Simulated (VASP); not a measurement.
Set up this calculation in VASP 6.6.1, as the native input.

| Item | Value |
| --- | --- |
| Task | single point |
| Functional | r2SCAN |
| Potentials or basis | VASP PAW PBE potentials, release 64 (Na_pv, Ge_d, F) |
| Cutoff | 520 eV |
| k mesh | 6 × 6 × 6 |
| Occupations | gaussian, width 0.01 eV |
| Spin | no spin polarisation |
| Dipole correction | no |
| Further INCAR settings | ALGO = Normal; EDIFF = 1e-07; NBANDS = 29 |

The system is NaGeF3.

```
Na Ge F
1.0
     4.56503    0.00000    0.00000
     0.00000    4.56503    0.00000
     0.00000    0.00000    4.56503
Na Ge F
1 1 3
Direct
  0.00000 0.00000 0.00000
  0.50000 0.50000 0.50000
  0.50000 0.50000 0.00000
  0.50000 0.00000 0.50000
  0.00000 0.50000 0.50000
```

This cell differs from its parent crystal: strain +5.0%.

These files were run (other wordings do the same):

POSCAR

```
NaGeF3
1.0
    4.5650252550      0.0000000000      0.0000000000
    0.0000000000      4.5650252550      0.0000000000
    0.0000000000      0.0000000000      4.5650252550
Na Ge F
1 1 3
Direct
    0.0000000000      0.0000000000      0.0000000000
    0.5000000000      0.5000000000      0.5000000000
    0.5000000000      0.5000000000      0.0000000000
    0.5000000000      0.0000000000      0.5000000000
    0.0000000000      0.5000000000      0.5000000000
```

INCAR.step1

```
ALGO     = Normal         # electronic algorithm
EDIFF    = 1E-4           # SCF threshold, eV
ENCUT    = 520            # plane-wave cutoff, eV
GGA      = PE             # functional
ISMEAR   = 0              # smearing method
LASPH    = T              # aspherical terms in the spheres
LCHARG   = F              # write CHGCAR
LREAL    = F              # projectors in reciprocal space
LWAVE    = T              # write WAVECAR
NBANDS   = 29             # bands
NELM     = 60             # most SCF steps
PREC     = Accurate       # precision mode
SIGMA    = 0.01           # smearing width, eV
```

INCAR.step2

```
ALGO     = Normal         # electronic algorithm
EDIFF    = 1E-7           # SCF threshold, eV
ENCUT    = 520            # plane-wave cutoff, eV
ISIF     = 2              # what is computed and relaxed
ISMEAR   = 0              # smearing method
ISTART   = 1            
LASPH    = T              # aspherical terms in the spheres
LCHARG   = F              # write CHGCAR
LMIXTAU  = T            
LREAL    = F              # projectors in reciprocal space
LWAVE    = F              # write WAVECAR
METAGGA  = R2SCAN         # meta-GGA
NBANDS   = 29             # bands
NELM     = 60             # most SCF steps
PREC     = Accurate       # precision mode
SIGMA    = 0.01           # smearing width, eV
```

KPOINTS

```
k-points
0
Gamma
  6 6 6
```

Potentials or basis: VASP PAW PBE potentials, release 64 (Na_pv, Ge_d, F).

Launch:

```bash
$ cat potpaw_PBE.64/Na_pv/POTCAR potpaw_PBE.64/Ge_d/POTCAR potpaw_PBE.64/F/POTCAR > POTCAR
$ cp INCAR.step1 INCAR
$ mpirun -np 1 vasp_std > vasp.out
$ cp INCAR.step2 INCAR
$ mpirun -np 1 vasp_std > vasp.out
```

Results of the run:

```
Pressure               : -6.2 GPa
Band gap on the k mesh : 2.68 eV, indirect (least direct gap 2.73 eV)
```

Caveat: the cell differs from its parent crystal (strain +5.0%); the PAW data sets were made with another functional, which shifts forces and pressure a little.

Wall time 85 s on 1 thread of Intel(R) Xeon(R) 6975P-C (Granite Rapids), on a shared host, peak memory 0.24 GiB.
